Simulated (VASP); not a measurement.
Set up this calculation in VASP 6.6.1, as the native input.

```
Task                   : single point
Functional             : LDA
Potentials or basis    : VASP PAW LDA potentials, release 64 (Al, N)
Cutoff                 : 520 eV
k mesh                 : 8 × 6 × 4
Occupations            : gaussian, width 0.05 eV
Spin                   : no spin polarisation
Dipole correction      : no
Further INCAR settings : ALGO = Normal; EDIFF = 1e-06; NBANDS = 26
```

The structure of AlN lies in POSCAR:

```
AlN
1.0
   -1.6378403119      2.8368226349      0.0000000000
    0.0000000000      0.0000000000      4.1006264518
    4.9135209358      2.8368226349      0.0000000000
Al N
4 4
Direct
    0.4621452717      0.7500000000      0.2045213950
    1.0000000000      0.7500000000      0.6666666667
    0.0000000000      0.2500000000      0.3333333333
    0.5000000000      0.2500000000      0.8333333333
    0.5000000000      0.2500000000      0.1666666667
    1.0000000000      0.2500000000      0.6666666667
    0.0000000000      0.7500000000      0.3333333333
    0.5000000000      0.7500000000      0.8333333333
```

This cell differs from its parent crystal: atom 1 (Al) moved by +0.248 Å along [1 0 0] and +0.000 Å along [1 2 0].

These files were run (other wordings do the same):

INCAR

```
SYSTEM = AlN
PREC = Accurate ; ENCUT = 520
EDIFF = 1E-6 ; ISMEAR = 0
SIGMA = 0.05 ; LREAL = .FALSE.
LASPH = .TRUE. ; NELM = 80
ALGO = Normal ; ISIF = 2
LWAVE = .FALSE. ; LCHARG = .TRUE.
LELF = .TRUE. ; LVHAR = .TRUE.
NBANDS = 26
```

KPOINTS

```
Automatic mesh
0
G
  8 6 4
  0 0 0
```

Potentials or basis: VASP PAW LDA potentials, release 64 (Al, N).

The run is started by

```sh
$ cat potpaw_LDA.64/Al/POTCAR potpaw_LDA.64/N/POTCAR > POTCAR
$ mpirun -np 1 vasp_std > vasp.out
```

Results of the run:

```json
{
 "Pressure": "3.6 GPa",
 "Largest force": "6.103 eV/Å",
 "Band gap on the k mesh": "3.31 eV"
}
```

Caveat: the cell differs from its parent crystal (atom 1 (Al) moved by +0.248 Å along [1 0 0] and +0.000 Å along [1 2 0]); the cell stands under pressure; forces of over 1 eV/Å act on the atoms, so gaps and moduli don't describe the material at rest.

Wall time 62 s on 1 thread of AMD EPYC 9R45 96-Core Processor (Zen 5) (shared host), peak memory 0.19 GiB.
